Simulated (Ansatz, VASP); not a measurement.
PtSe2 in VASP and in Ansatz

```xyz
3
Lattice="0.0000 3.1309 3.1309 3.1309 0.0000 3.1309 3.1309 3.1309 0.0000" Properties=species:S:1:pos:R:3 pbc="T T T"
Pt    0.0000    0.0000    0.0000
Se    1.5654    1.5654    1.5654
Se    4.6963    4.6963    4.6963
```

Alike in both runs: task single point; functional PBE; k mesh 8 × 8 × 8; occupations fermi-dirac, width 0.02 eV; no spin polarisation.

```csv
,VASP,Ansatz
version,VASP 6.6.1,Ansatz 0.2.0
potentials or method,"VASP PAW PBE potentials, release 64 (Pt, Se)","plane waves, PAW"
plane-wave cutoff (eV),520,420
valence electrons in the cell,22,50
```

Ansatz gave:

- pressure (GPa): 1.5

Estimate VASP's values.

pressure (GPa): 1.4.

The functional is the same, so the differences come from potentials, cutoffs and numerics. VASP's potentials hold 22 valence electrons a cell and Ansatz's 50, so a difference there can come from the potentials and not from the codes.

Neither program's run includes spin-orbit coupling.
